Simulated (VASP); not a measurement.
# KTaO3 in VASP: further runs, part 2 of 3

VASP 6.6.1. The steps go on from the part before.

### Step 3. Single point, r2SCAN

This run uses another cell than the first one, of 11.93 Å³/atom, 0.959 times its volume.

File POSCAR:

```
KTaO3
1.0
    3.9068832774      0.0000000000      0.0000000000
    0.0000000000      3.9068832774      0.0000000000
    0.0000000000      0.0000000000      3.9068832774
Ta K O
1 1 3
Direct
    0.0000000000      0.0000000000      0.0000000000
    0.5000000000      0.5000000000      0.5000000000
    0.0000000000      0.0000000000      0.5000000000
    0.0000000000      0.5000000000      0.0000000000
    0.5000000000      0.0000000000      0.0000000000
```

File INCAR.step1:

```
SYSTEM = KTaO3
PREC     = Accurate       ! precision mode
ENCUT    = 660            ! plane-wave cutoff, eV
ISMEAR   = -1             ! smearing method
SIGMA    = 0.05           ! smearing width, eV
LREAL    = .FALSE.        ! projectors in reciprocal space
LASPH    = .TRUE.         ! aspherical terms in the spheres
NELM     = 120            ! most SCF steps
NBANDS   = 28             ! bands
GGA      = PE             ! functional
ALGO     = Normal         ! electronic algorithm
EDIFF    = 1E-5           ! SCF threshold, eV
LWAVE    = .TRUE.         ! write WAVECAR
LCHARG   = .FALSE.        ! write CHGCAR
GGA_COMPAT= .FALSE.
```

File INCAR.step2:

```
SYSTEM = KTaO3
PREC     = Accurate       ! precision mode
ENCUT    = 660            ! plane-wave cutoff, eV
EDIFF    = 1E-6           ! SCF threshold, eV
ISMEAR   = -1             ! smearing method
SIGMA    = 0.05           ! smearing width, eV
LREAL    = .FALSE.        ! projectors in reciprocal space
LASPH    = .TRUE.         ! aspherical terms in the spheres
NELM     = 120            ! most SCF steps
ALGO     = Normal         ! electronic algorithm
ISIF     = 2              ! what is computed and relaxed
LWAVE    = .FALSE.        ! write WAVECAR
LCHARG   = .FALSE.        ! write CHGCAR
METAGGA  = R2SCAN         ! meta-GGA
LMIXTAU  = .TRUE.       
NBANDS   = 28             ! bands
ISTART   = 1            
GGA_COMPAT= .FALSE.
```

File KPOINTS:

```
regular mesh
0
G
  7 7 7
  0 0 0
```

Potentials or basis: VASP PAW PBE potentials, release 64 (Ta_sv_GW, K_sv, O).

Command:

```sh
$ cat potpaw_PBE.64/Ta_sv_GW/POTCAR potpaw_PBE.64/K_sv/POTCAR potpaw_PBE.64/O/POTCAR > POTCAR
$ cp INCAR.step1 INCAR
$ mpirun -np 1 vasp_std > vasp.out
$ cp INCAR.step2 INCAR
$ mpirun -np 1 vasp_std > vasp.out
```

OUTCAR:

```text
SYSTEM = KTaO3
   PREC = Accurate
   ENCUT = 660
   EDIFF = 1E-6
   ISMEAR = -1
   LREAL = .FALSE.
   LASPH = .TRUE.
   NELM = 120
   ISIF = 2
   METAGGA = R2SCAN
   ISTART = 1

 ion  position               nearest neighbor table
   1  0.000  0.000  0.000-   3 1.95   4 1.95   5 1.95   3 1.95   4 1.95   5 1.95   2 3.38   2 3.38
                             2 3.38   2 3.38   2 3.38   2 3.38   2 3.38   2 3.38
   2  0.500  0.500  0.500-   3 2.76   4 2.76   5 2.76   4 2.76   5 2.76   3 2.76   5 2.76   5 2.76
                             3 2.76   4 2.76   4 2.76   3 2.76   1 3.38   1 3.38   1 3.38   1 3.38
   3  0.000  0.000  0.500-   1 1.95   1 1.95   2 2.76   2 2.76   2 2.76   2 2.76
   4  0.000  0.500  0.000-   1 1.95   1 1.95   2 2.76   2 2.76   2 2.76   2 2.76
   5  0.500  0.000  0.000-   1 1.95   1 1.95   2 2.76   2 2.76   2 2.76   2 2.76

  LATTYP: Found a simple cubic cell.
 ALAT       =     3.9068832774

  Lattice vectors:

 A1 = (   3.9068832774,   0.0000000000,   0.0000000000)
 A2 = (   0.0000000000,   3.9068832774,   0.0000000000)
 A3 = (   0.0000000000,   0.0000000000,   3.9068832774)

Analysis of symmetry for initial positions (statically):
[... 176 lines left out ...]
 val. band max:        3.2732141777   @ k =   0.4286   0.4286   0.4286
 cond. band min:       6.1127694095   @ k =   0.0000   0.0000   0.0000
 fundamental gap:      2.8395552318
 Fermi energy:         4.4274124794

 k-point     1 :       0.0000    0.0000    0.0000
  band No.  band energies     occupation
      1     -65.7684      2.00000
      2     -31.5441      2.00000
      3     -31.5441      2.00000
      4     -31.5441      2.00000
      5     -25.0496      2.00000
      6     -15.4178      2.00000
[... 609 lines left out ...]
     27      15.8165      0.00000
     28      16.2570      0.00000

------------------------ aborting loop because EDIFF is reached ----------------------------------------

  FORCE on cell =-STRESS in cart. coord.  units (eV):
  Direction    XX          YY          ZZ          XY          YZ          ZX
  --------------------------------------------------------------------------------------
  -------------------------------------------------------------------------------------
  Total        5.7491951      5.7491951      5.7491951     -0.0000000     -0.0000000     -0.0000000
  in kB      154.4636593    154.4636593    154.4636593     -0.0000000     -0.0000000     -0.0000000
  external PRESSURE =     154.4636593 kB  Pullay stress =       0.0000000 kB

 VOLUME and BASIS-vectors are now :
 -----------------------------------------------------------------------------
  energy-cutoff  :      660.00
  volume of cell :       59.63
      direct lattice vectors                 reciprocal lattice vectors
     3.906883277  0.000000000  0.000000000     0.255958504  0.000000000  0.000000000
     0.000000000  3.906883277  0.000000000     0.000000000  0.255958504  0.000000000
     0.000000000  0.000000000  3.906883277     0.000000000  0.000000000  0.255958504

 POSITION                                       TOTAL-FORCE (eV/Angst)
 -----------------------------------------------------------------------------------
      0.00000      0.00000      0.00000         0.000000      0.000000      0.000000
      1.95344      1.95344      1.95344         0.000000      0.000000      0.000000
      0.00000      0.00000      1.95344         0.000000      0.000000      0.000000
      0.00000      1.95344      0.00000         0.000000      0.000000      0.000000
      1.95344      0.00000      0.00000         0.000000      0.000000      0.000000
 -----------------------------------------------------------------------------------
    total drift:                                0.000000      0.000000     -0.000000

  FREE ENERGIE OF THE ION-ELECTRON SYSTEM (eV)
  ---------------------------------------------------
  free  energy   TOTEN  =       -89.6223202603 eV

  energy  without entropy=      -89.6223202602  energy(sigma->0) =      -89.62232026
```

OSZICAR.step1:

```text
N       E                     dE             d eps       ncg     rms          rms(c)
DAV:   1     0.385832667820E+03    0.38583E+03   -0.26120E+04  1120   0.173E+03
DAV:   2    -0.300663954828E+02   -0.41590E+03   -0.40255E+03  1420   0.421E+02
DAV:   3    -0.525917719207E+02   -0.22525E+02   -0.22426E+02  1460   0.101E+02
DAV:   4    -0.534830832859E+02   -0.89131E+00   -0.88972E+00  1928   0.138E+01
DAV:   5    -0.534903653586E+02   -0.72821E-02   -0.72818E-02  1444   0.109E+00    0.582E+01
DAV:   6    -0.434373570377E+02    0.10053E+02   -0.41403E+01  1252   0.369E+01    0.108E+02
DAV:   7    -0.436809515208E+02   -0.24359E+00   -0.19795E+00  1472   0.742E+00    0.701E+01
DAV:   8    -0.434172702933E+02    0.26368E+00   -0.12673E+00  1308   0.620E+00    0.721E+01
DAV:   9    -0.433335353036E+02    0.83735E-01   -0.45366E-01  1356   0.462E+00    0.904E+01
DAV:  10    -0.433497447753E+02   -0.16209E-01   -0.66551E-02  1320   0.159E+00    0.101E+02
DAV:  11    -0.433586638856E+02   -0.89191E-02   -0.70085E-03  1504   0.676E-01    0.130E+02
DAV:  12    -0.433428968348E+02    0.15767E-01   -0.29632E-03  1280   0.377E-01    0.116E+02
DAV:  13    -0.433136155348E+02    0.29281E-01   -0.39611E-02  1276   0.124E+00    0.824E+01
DAV:  14    -0.433052024831E+02    0.84131E-02   -0.22862E-02  1564   0.990E-01    0.394E+01
DAV:  15    -0.433017975937E+02    0.34049E-02   -0.71758E-03  1732   0.502E-01    0.132E+01
DAV:  16    -0.433011304980E+02    0.66710E-03   -0.20717E-03  1420   0.274E-01    0.311E+00
DAV:  17    -0.433011231017E+02    0.73963E-05   -0.24655E-04  1572   0.906E-02    0.151E-01
DAV:  18    -0.433011330487E+02   -0.99470E-05   -0.22315E-05  1240   0.280E-02
   1 F= -.43301133E+02 E0= -.43301133E+02  d E =-.825422E-10
```

Wall time 75 s (1 thread of Intel Xeon 6975P-C (Granite Rapids), shared host); peak memory 0.25 GiB.

Results:

```yaml
Free_energy: -89.6223 eV
Pressure: 15.4 GPa
Band_gap_on_the_k_mesh: 2.84 eV, indirect (least direct gap 3.39 eV)
```

Levels at points of the mesh, in eV from the valence-band top:
| k point | band 18 | band 19 | band 20 | band 21 | band 22 | band 23 |
| --- | --- | --- | --- | --- | --- | --- |
| (0.00, 0.00, 0.00) | -0.55 | -0.55 | -0.55 | 2.84 | 2.84 | 2.84 |

Caveat: the PAW data sets were made with another functional, which shifts forces and pressure a little; spin-orbit coupling is left out, which moves the levels of the heavy elements.

[end of part 2 of 3]
